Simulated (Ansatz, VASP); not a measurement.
**MgO: VASP beside Ansatz**

```
CELL_PARAMETERS angstrom
0.00000 2.30938 2.30938
2.30938 0.00000 2.30938
2.30938 2.30938 0.00000
ATOMIC_POSITIONS crystal
Mg 0.00000 0.00000 0.00000
O 0.25000 0.25000 0.25000
```

Alike in both runs: task relaxation of cell and atoms; functional PBE; k mesh 8 × 8 × 8; occupations gaussian, width 0.02 eV; no spin polarisation.

|  | VASP | Ansatz |
| --- | --- | --- |
| version | VASP 6.6.1 | Ansatz 0.2.0 |
| potentials or method | VASP PAW PBE potentials, release 64 (Mg, O), cutoff 600 eV | scalar-relativistic, plane waves, PAW |
| valence electrons in the cell | 8 | 16 |

VASP gave:

- gap on the k mesh at the Fermi level, each at its own relaxed structure (eV): 3.49
- relaxed volume (Å³/atom): 12.20
- relaxed cell length with the largest relative difference (Å): 3.256

Q: What did Ansatz give for the same quantities?

A: gap on the k mesh at the Fermi level, each at its own relaxed structure (eV): 3.48; relaxed volume (Å³/atom): 12.27; relaxed cell length with the largest relative difference (Å): 3.262.

VASP's potentials hold 8 valence electrons a cell and Ansatz's 16, so a difference there can come from the potentials and not from the codes.
